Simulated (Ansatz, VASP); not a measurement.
Two plane-wave programs on BaTiO3

```
CELL_PARAMETERS angstrom
3.97256 0.00000 0.00000
0.00000 2.89075 2.91627
0.00000 -2.89075 2.91627
ATOMIC_POSITIONS crystal
Ba 0.00000 0.00836 0.00836
Ti 0.50000 0.52456 0.52456
O 0.50000 0.97305 0.48995
O 0.50000 0.48995 0.97305
O 0.00000 0.48398 0.48398
```

Alike in both runs: functional PBE; k mesh 8 × 8 × 8; occupations gaussian, width 0.02 eV; no spin polarisation.

Ansatz relaxed the structure, and its values are those at the end. VASP's run is a single point on that final structure, the one shown.

|  | VASP | Ansatz |
| --- | --- | --- |
| version | VASP 6.6.1 | Ansatz 0.2.0 |
| potentials or method | VASP PAW PBE potentials, release 64 (Ba_sv, Ti_sv, O), cutoff 520 eV | scalar-relativistic, plane waves, PAW |
| valence electrons in the cell | 40 | 40 |

|  | VASP | Ansatz | Ansatz less VASP |
| --- | --- | --- | --- |
| gap on the k mesh at the Fermi level (eV) | 2.35 | 2.39 | +0.042 |
| least direct gap on the mesh (eV) | 2.89 | 2.91 | +0.013 |
| pressure (GPa) | 1.6 | 0.0 | -1.57 |
| rms of the force components (eV/Å) | 0.037 | 0.001 | -0.0357 |

Spin-orbit coupling is off throughout.
